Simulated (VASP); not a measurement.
# CoO (C2/m) in VASP: a series of runs, part 2 of 3

VASP 6.6.1.

## 3. Electric field gradients, PBE, collinear spin, ferromagnetic start (equal xy, yz and zx shear strains of +2 %)

Input file INCAR:

```
SYSTEM = CoO
  PREC = Accurate
  ENCUT = 520
  EDIFF = 1E-8
  ISMEAR = -1
  SIGMA = 0.03
  LREAL = .FALSE.
  LASPH = .TRUE.
  NELM = 150
  ALGO = Normal
  ISIF = 2
  LWAVE = .FALSE.
  LCHARG = .FALSE.
  ISPIN = 2
  MAGMOM = 2 0
  LORBIT = 11
  LMAXMIX = 4
  GGA = PE
  LEFG = .TRUE.
  NBANDS = 18
```

Input file KPOINTS:

```
Automatic mesh
0
G
  13 13 15
  0 0 0
```

Input file POSCAR:

```
CoO
1.0
   -1.4718476518      1.5139926509      2.1072499549
    1.5139926509     -1.4718476518      2.1072499549
    1.5020076549      1.5020076549     -2.0770899518
Co O
1 1
Direct
    0.0000000000      0.0000000000      0.0000000000
    0.5000000000      0.5000000000      0.0000000000
```

Potentials or basis: VASP PAW PBE potentials, release 64 (Co, O).

Started as:

```sh
> cat potpaw_PBE.64/Co/POTCAR potpaw_PBE.64/O/POTCAR > POTCAR
> mpirun -np 1 vasp_std > vasp.out
```

OUTCAR:

```text
SYSTEM = CoO
   PREC = Accurate
   ENCUT = 520
   EDIFF = 1E-8
   ISMEAR = -1
   LREAL = .FALSE.
   LASPH = .TRUE.
   NELM = 150
   ISIF = 2
   ISPIN = 2
   LORBIT = 11
   GGA = PE

 ion  position               nearest neighbor table
   1  0.000  0.000  0.000-   2 2.11   2 2.11   2 2.11   2 2.11   2 2.15   2 2.15
   2  0.500  0.500  0.000-   1 2.11   1 2.11   1 2.11   1 2.11   1 2.15   1 2.15

  LATTYP: Found a base centered monoclinic cell.
 ALAT       =     4.2149213387
 B/A-ratio  =     1.0018255412
 C/A-ratio  =     0.7048573980
 COS(beta)  =    -0.6889603781

  Lattice vectors:

 A1 = (  -1.4718476518,   1.5139926509,   2.1072499549)
 A2 = (   1.5139926509,  -1.4718476518,   2.1072499549)
 A3 = (   1.5020076549,   1.5020076549,  -2.0770899518)

Analysis of symmetry for initial positions (statically):
=====================================================================
 Subroutine PRICEL returns:
 Original cell was already a primitive cell.

 Routine SETGRP: Setting up the symmetry group for a
 base centered monoclinic supercell.

 Subroutine GETGRP returns: Found  4 space group operations
 (whereof  4 operations were pure point group operations)
 out of a pool of  4 trial point group operations.

The static configuration has the point symmetry C_2h.

Analysis of symmetry for dynamics (positions and initial velocities):
=====================================================================
 Subroutine PRICEL returns:
 Original cell was already a primitive cell.

 Routine SETGRP: Setting up the symmetry group for a
 base centered monoclinic supercell.

 Subroutine GETGRP returns: Found  4 space group operations
 (whereof  4 operations were pure point group operations)
 out of a pool of  4 trial point group operations.

The dynamic configuration has the point symmetry C_2h.

Analysis of structural, dynamic, and magnetic symmetry:
=====================================================================
 Subroutine PRICEL returns:
 Original cell was already a primitive cell.

 Routine SETGRP: Setting up the symmetry group for a
 base centered monoclinic supercell.

 Subroutine GETGRP returns: Found  4 space group operations
 (whereof  4 operations were pure point group operations)
 out of a pool of  4 trial point group operations.

The overall configuration has the point symmetry C_2h.

 Subroutine INISYM returns: Found  4 space group operations
 (whereof  4 operations are pure point group operations),
 and found     1 'primitive' translations

----------------------------------------------------------------------------------------

                                     Primitive cell

  volume of cell :      19.1624

  direct lattice vectors                    reciprocal lattice vectors
    -1.471847652  1.513992651  2.107249955    -0.005633205  0.329280889  0.234039599
     1.513992651 -1.471847652  2.107249955     0.329280889 -0.005633205  0.234039599
     1.502007655  1.502007655 -2.077089952     0.328347151  0.328347151 -0.006566943

  length of vectors
     2.983121122  2.983121122  2.970918487     0.404020013  0.404020013  0.464399427

[... 105 lines left out ...]
   GGA     = PE    functional components
   LHFCALC =     F    Hartree Fock is set to
   AEXX    =    0.0000 exact exchange contribution
   IVDW    =     0    specifies the selected vdW correction
   LEPSILON=     F    determine dielectric tensor
   LRPA    =     F    only Hartree local field effects (RPA)
 spin polarized calculation
  energy-cutoff  :      520.00
  volume of cell :       19.16
 maximum number of plane-waves:       539
   NGX = 11   NGY = 11   NGZ = 11

 number of electron      15.0000003 magnetization       2.9048126

 Free energy of the ion-electron system (eV)
  ---------------------------------------------------
  ext. energy  EPLUGINS =         0.00000000
  ---------------------------------------------------
  free energy    TOTEN  =       -13.05332817 eV

  energy without entropy =      -13.04154669  energy(sigma->0) =      -13.04743743

 E-fermi :   8.0220     XC(G=0): -12.4563

 val. band max:        8.0218150322   @ k =   0.2308   0.1538   0.4667
 cond. band min:       8.0221670783   @ k =  -0.1538   0.4615   0.3333
 fundamental gap:      0.0003520461
 Fermi energy:         8.0219651626

 spin component 1

 k-point     1 :       0.0000    0.0000    0.0000
  band No.  band energies     occupation
      1     -12.2424      1.00000
      2       4.7417      1.00000
      3       4.7455      1.00000
      4       4.7687      1.00000
      5       4.7884      1.00000
      6       4.8564      1.00000
[... 493 lines left out ...]
     17      35.4347      0.00000
     18      36.7684      0.00000

 [... further k-points ...]

 spin component 2

 k-point     1 :       0.0000    0.0000    0.0000
  band No.  band energies     occupation
      1     -11.7383      1.00000
      2       5.3430      1.00000
      3       5.4079      1.00000
      4       5.5637      1.00000
      5       6.8428      1.00000
      6       6.9198      1.00000
[... 493 lines left out ...]
     17      35.7999      0.00000
     18      37.3291      0.00000

 [... further k-points ...]
[... 5 lines left out ...]
  --------------------------------------------------------------------------------------
  -------------------------------------------------------------------------------------
  Total       -0.0602106     -0.0602106     -0.0545958     -0.0407333      0.0538251      0.0538122
  in kB       -5.0342414     -5.0342414     -4.5647899     -3.4057354      4.5003503      4.4992666
  external PRESSURE =      -4.8777576 kB  Pullay stress =       0.0000000 kB

 VOLUME and BASIS-vectors are now :
 -----------------------------------------------------------------------------
  energy-cutoff  :      520.00
  volume of cell :       19.16
      direct lattice vectors                 reciprocal lattice vectors
    -1.471847652  1.513992651  2.107249955    -0.005633205  0.329280889  0.234039599
     1.513992651 -1.471847652  2.107249955     0.329280889 -0.005633205  0.234039599
     1.502007655  1.502007655 -2.077089952     0.328347151  0.328347151 -0.006566943

 POSITION                                       TOTAL-FORCE (eV/Angst)
 -----------------------------------------------------------------------------------
      0.00000      0.00000      0.00000         0.000000      0.000000     -0.000000
      0.02107      0.02107      2.10725        -0.000000     -0.000000      0.000000
 -----------------------------------------------------------------------------------
    total drift:                               -0.000000      0.000000     -0.000000

  FREE ENERGIE OF THE ION-ELECTRON SYSTEM (eV)
  ---------------------------------------------------
  free  energy   TOTEN  =       -13.0533281694 eV

  energy  without entropy=      -13.0415466934  energy(sigma->0) =      -13.04743743

 Electric field gradients (V/A^2)
---------------------------------------------------------------------
 ion       V_xx      V_yy      V_zz      V_xy      V_xz      V_yz
---------------------------------------------------------------------
   1      -4.441    -4.441     8.882    -6.047     4.800     4.800
   2      -1.048    -1.048     2.097    -2.247     3.226     3.226
---------------------------------------------------------------------

 Electric field gradients after diagonalization (V/A^2)
 (convention: |V_zz| > |V_xx| > |V_yy|)
----------------------------------------------------------------------
 ion       V_xx      V_yy      V_zz     asymmetry (V_yy - V_xx)/ V_zz
----------------------------------------------------------------------
   1      11.024     1.606   -12.629       0.746
   2       4.700     1.199    -5.899       0.593
----------------------------------------------------------------------

           NMR quadrupolar parameters

 Cq : quadrupolar parameter    Cq=e*Q*V_zz/h
 eta: asymmetry parameters     (V_yy - V_xx)/ V_zz
 Q  : nuclear electric quadrupole moment in mb (millibarn)
----------------------------------------------------------------------
 ion       Cq(MHz)       eta       Q (mb)
----------------------------------------------------------------------
   1      -0.031       0.746       1.000
   2      -0.014       0.593       1.000
----------------------------------------------------------------------

 total charge

# of ion       s       p       d       tot
------------------------------------------
    1        0.297   0.362   7.149   7.808
    2        1.556   3.428   0.000   4.984
--------------------------------------------------
tot          1.853   3.790   7.149  12.792

 magnetization (x)

# of ion       s       p       d       tot
------------------------------------------
    1        0.021   0.018   2.516   2.555
    2        0.029   0.271   0.000   0.300
--------------------------------------------------
tot          0.050   0.289   2.516   2.855
```

OSZICAR:

```text
N       E                     dE             d eps       ncg     rms          rms(c)
DAV:   1     0.777484107325E+02    0.77748E+02   -0.65767E+03 51340   0.961E+02
DAV:   2    -0.105867644173E+02   -0.88335E+02   -0.76297E+02 52174   0.222E+02
[... 17 lines left out ...]
DAV:  20    -0.130533312493E+02   -0.13673E-05   -0.20058E-05 72964   0.754E-02    0.250E-02
DAV:  21    -0.130533282665E+02    0.29828E-05   -0.82596E-06 68024   0.602E-02    0.777E-03
DAV:  22    -0.130533281531E+02    0.11339E-06   -0.11407E-06 75518   0.180E-02    0.321E-03
DAV:  23    -0.130533281972E+02   -0.44101E-07   -0.13276E-06 66860   0.107E-02    0.173E-03
DAV:  24    -0.130533281910E+02    0.62264E-08   -0.16433E-07 70508   0.308E-03    0.147E-03
DAV:  25    -0.130533281772E+02    0.13807E-07   -0.14364E-07 40874   0.366E-03    0.436E-04
DAV:  26    -0.130533281694E+02    0.77550E-08   -0.29063E-08 31000   0.151E-03
   1 F= -.13053328E+02 E0= -.13047437E+02  d E =-.117815E-01  mag=     2.9048
```

Wall time 27 min (1 thread of Oxide Virtual Turin-like, shared host); peak memory 0.42 GiB.

What came out:

| Property | Result |
| --- | --- |
| Free energy | -13.0533 eV |
| Pressure | -0.5 GPa |
| Net moment | 2.90 μB per cell |
| Site moments | Co +2.56; O +0.30 μB |
| Largest electric field gradient by atom | Co -12.6; O -5.9 V/Å² |
| Valence electrons inside the program's atomic spheres | Co 7.81; O 4.98 |

Stress tensor (GPa, compression positive):
```
-0.50 -0.34  0.45
-0.34 -0.50  0.45
 0.45  0.45 -0.46
```

Levels at points of the mesh, in eV from the Fermi level:
Spin up:
| k point | band 7 | band 8 | band 9 | band 10 | band 11 | band 12 |
| --- | --- | --- | --- | --- | --- | --- |
| (0.00, 0.00, 0.00) | -3.04 | -3.03 | -2.95 | 1.06 | 16.89 | 17.81 |
Spin down:
| k point | band 3 | band 4 | band 5 | band 6 | band 7 | band 8 | band 9 | band 10 |
| --- | --- | --- | --- | --- | --- | --- | --- | --- |
| (0.00, 0.00, 0.00) | -2.61 | -2.46 | -1.18 | -1.10 | -1.07 | 0.02 | 0.06 | 1.61 |

Electric field gradients, principal values (V/Å²):
| atom | least | middle | greatest (by size) |
| --- | --- | --- | --- |
| 1 Co | 1.606 | 11.024 | -12.629 |
| 2 O | 1.199 | 4.700 | -5.899 |

Caveat: the cell differs from its parent crystal (equal xy, yz and zx shear strains of +2 %); without QUAD_EFG the Cq values of the log hold for a quadrupole moment of 1 mb, not for the nuclei; a cell with one magnetic atom can't hold antiferromagnetic order, which such compounds often take; semilocal functionals often make such compounds metallic where correlation or magnetic order opens a gap, which also shifts bond lengths.

## 4. Electric field gradients, PBE, collinear spin, ferromagnetic start (equal xy, yz and zx shear strains of +3 %)

Input file INCAR:

```
  PREC = Accurate
  ENCUT = 520
  EDIFF = 1E-8
  ISMEAR = -1
  SIGMA = 0.03
  LREAL = F
  LASPH = T
  NELM = 150
  ALGO = Normal
  ISIF = 2
  LWAVE = F
  LCHARG = F
  ISPIN = 2
  MAGMOM = 2 0
  LORBIT = 11
  LMAXMIX = 4
  GGA = PE
  LEFG = T
  NBANDS = 18
```

Input file KPOINTS:

```
regular mesh
0
Gamma
  13 13 15
```

Input file POSCAR:

```
CoO
1.0
   -1.4537714013      1.5169888999      2.1072499549
    1.5169888999     -1.4537714013      2.1072499549
    1.4990114059      1.4990114059     -2.0620099503
Co O
1 1
Direct
    0.0000000000      0.0000000000      0.0000000000
    0.5000000000      0.5000000000      0.0000000000
```

Potentials or basis: VASP PAW PBE potentials, release 64 (Co, O).

Started as:

```sh
> cat potpaw_PBE.64/Co/POTCAR potpaw_PBE.64/O/POTCAR > POTCAR
> mpirun -np 1 vasp_std > vasp.out
```

OUTCAR:

```text
PREC = Accurate
   ENCUT = 520
   EDIFF = 1E-8
   ISMEAR = -1
   LREAL = F
   LASPH = T
   NELM = 150
   ISIF = 2
   ISPIN = 2
   LORBIT = 11
   GGA = PE

 ion  position               nearest neighbor table
   1  0.000  0.000  0.000-   2 2.10   2 2.10   2 2.11   2 2.11   2 2.17   2 2.17
   2  0.500  0.500  0.000-   1 2.10   1 2.10   1 2.11   1 2.11   1 2.17   1 2.17

  LATTYP: Found a base centered monoclinic cell.
 ALAT       =     4.2154480656
 B/A-ratio  =     0.9966412688
 C/A-ratio  =     0.7015520316
 COS(beta)  =    -0.6818880858

  Lattice vectors:

 A1 = (  -1.4537714013,   1.5169888999,   2.1072499549)
 A2 = (   1.5169888999,  -1.4537714013,   2.1072499549)
 A3 = (   1.4990114059,   1.4990114059,  -2.0620099503)

Analysis of symmetry for initial positions (statically):
=====================================================================
 Subroutine PRICEL returns:
 Original cell was already a primitive cell.

 Routine SETGRP: Setting up the symmetry group for a
 base centered monoclinic supercell.

 Subroutine GETGRP returns: Found  4 space group operations
 (whereof  4 operations were pure point group operations)
 out of a pool of  4 trial point group operations.

The static configuration has the point symmetry C_2h.

Analysis of symmetry for dynamics (positions and initial velocities):
=====================================================================
 Subroutine PRICEL returns:
 Original cell was already a primitive cell.

[... 1190 lines left out ...]
 [... further k-points ...]
[... 5 lines left out ...]
  --------------------------------------------------------------------------------------
  -------------------------------------------------------------------------------------
  Total       -0.0577396     -0.0577396     -0.0642095     -0.0639287      0.0428293      0.0428150
  in kB       -4.8294324     -4.8294324     -5.3705859     -5.3470963      3.5823089      3.5811171
  external PRESSURE =      -5.0098169 kB  Pullay stress =       0.0000000 kB

 VOLUME and BASIS-vectors are now :
 -----------------------------------------------------------------------------
  energy-cutoff  :      520.00
  volume of cell :       19.16
      direct lattice vectors                 reciprocal lattice vectors
    -1.453771401  1.516988900  2.107249955    -0.008410246  0.328203919  0.232479171
     1.516988900 -1.453771401  2.107249955     0.328203919 -0.008410246  0.232479171
     1.499011406  1.499011406 -2.062009950     0.326809870  0.326809870 -0.009804296

 POSITION                                       TOTAL-FORCE (eV/Angst)
 -----------------------------------------------------------------------------------
      0.00000      0.00000      0.00000         0.000000      0.000000      0.000000
      0.03161      0.03161      2.10725        -0.000000     -0.000000     -0.000000
 -----------------------------------------------------------------------------------
    total drift:                               -0.000000      0.000000     -0.000000

  FREE ENERGIE OF THE ION-ELECTRON SYSTEM (eV)
  ---------------------------------------------------
  free  energy   TOTEN  =       -13.0538039033 eV

  energy  without entropy=      -13.0420088533  energy(sigma->0) =      -13.04790638

 Electric field gradients (V/A^2)
---------------------------------------------------------------------
 ion       V_xx      V_yy      V_zz      V_xy      V_xz      V_yz
---------------------------------------------------------------------
   1      -4.515    -4.515     9.031    -8.181     6.055     6.055
   2      -1.172    -1.172     2.344    -3.402     4.624     4.624
---------------------------------------------------------------------

 Electric field gradients after diagonalization (V/A^2)
 (convention: |V_zz| > |V_xx| > |V_yy|)
----------------------------------------------------------------------
 ion       V_xx      V_yy      V_zz     asymmetry (V_yy - V_xx)/ V_zz
----------------------------------------------------------------------
   1      12.000     3.666   -15.666       0.532
   2       6.283     2.230    -8.513       0.476
----------------------------------------------------------------------

           NMR quadrupolar parameters

 Cq : quadrupolar parameter    Cq=e*Q*V_zz/h
 eta: asymmetry parameters     (V_yy - V_xx)/ V_zz
 Q  : nuclear electric quadrupole moment in mb (millibarn)
----------------------------------------------------------------------
 ion       Cq(MHz)       eta       Q (mb)
----------------------------------------------------------------------
   1      -0.038       0.532       1.000
   2      -0.021       0.476       1.000
----------------------------------------------------------------------

 total charge

# of ion       s       p       d       tot
------------------------------------------
    1        0.297   0.363   7.150   7.810
    2        1.556   3.428   0.000   4.984
--------------------------------------------------
tot          1.853   3.790   7.150  12.794

 magnetization (x)

# of ion       s       p       d       tot
------------------------------------------
    1        0.021   0.018   2.508   2.546
    2        0.029   0.268   0.000   0.297
--------------------------------------------------
tot          0.050   0.286   2.508   2.844
```

stdout:

```text
POSCAR found type information on POSCAR CoO
 POSCAR found :  2 types and       2 ions
 scaLAPACK will be used
 LDA part: xc-table for (Slater+PW92), standard interpolation
 POSCAR, INCAR and KPOINTS ok, starting setup
 FFT: planning ... GRIDC
 FFT: planning ... GRID_SOFT
 FFT: planning ... GRID
 WAVECAR not read
 entering main loop
ion   1

ion   2
```

Wall time 13 min (1 thread of Oxide Virtual Turin-like, shared host); peak memory 0.42 GiB.

What came out:

| Property | Result |
| --- | --- |
| Free energy | -13.0538 eV |
| Pressure | -0.5 GPa |
| Net moment | 2.89 μB per cell |
| Site moments | Co +2.55; O +0.30 μB |
| Largest electric field gradient by atom | Co -15.7; O -8.5 V/Å² |
| Valence electrons inside the program's atomic spheres | Co 7.81; O 4.98 |

Stress tensor (GPa, compression positive):
```
-0.48 -0.53  0.36
-0.53 -0.48  0.36
 0.36  0.36 -0.54
```

Electric field gradients, principal values (V/Å²):
| atom | least | middle | greatest (by size) |
| --- | --- | --- | --- |
| 1 Co | 3.666 | 12.000 | -15.666 |
| 2 O | 2.230 | 6.283 | -8.513 |

Caveat: the cell differs from its parent crystal (equal xy, yz and zx shear strains of +3 %); without QUAD_EFG the Cq values of the log hold for a quadrupole moment of 1 mb, not for the nuclei; a cell with one magnetic atom can't hold antiferromagnetic order, which such compounds often take; semilocal functionals often make such compounds metallic where correlation or magnetic order opens a gap, which also shifts bond lengths.

[end of part 2 of 3]
